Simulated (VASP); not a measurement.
A run of VASP 6.6.1 is set up as follows.

The input INCAR:

```
ALGO = Normal ; EDIFF = 1E-6
ENCUT = 520 ; GGA = PE
ISIF = 2 ; ISMEAR = 0
LASPH = True ; LCHARG = False
LREAL = False ; LWAVE = False
NBANDS = 20 ; NELM = 80
PREC = Accurate ; SIGMA = 0.02
```

KPOINTS

```
k-points
0
Gamma
  9 9 9
```

The input POSCAR:

```
WSe2
1.0
    1.6604164957      0.9586419108      7.8566003141
   -1.6604164957      0.9586419108      7.8566003141
    0.0000000000     -1.9172838215      7.8566003141
W Se
1 2
Direct
    0.0006772677      0.0006772677      0.0006772677
    0.4052376375      0.4052376375      0.4052376375
    0.2627850948      0.2627850948      0.2627850948
```

Potentials or basis: VASP PAW PBE potentials, release 64 (W_sv, Se).

Run with:

```sh
$ cat potpaw_PBE.64/W_sv/POTCAR potpaw_PBE.64/Se/POTCAR > POTCAR
$ mpirun -np 1 vasp_std > vasp.out
```

Problem. Estimate the largest force.

Solution. 0.034 eV/Å.

Problem. What does it give for the pressure?

Solution. 0.2 GPa.

Forces in eV/Å, atoms in the order of the input:
```
W    0.000  0.000  0.000
Se   0.000  0.000  0.034
Se   0.000  0.000 -0.034
```
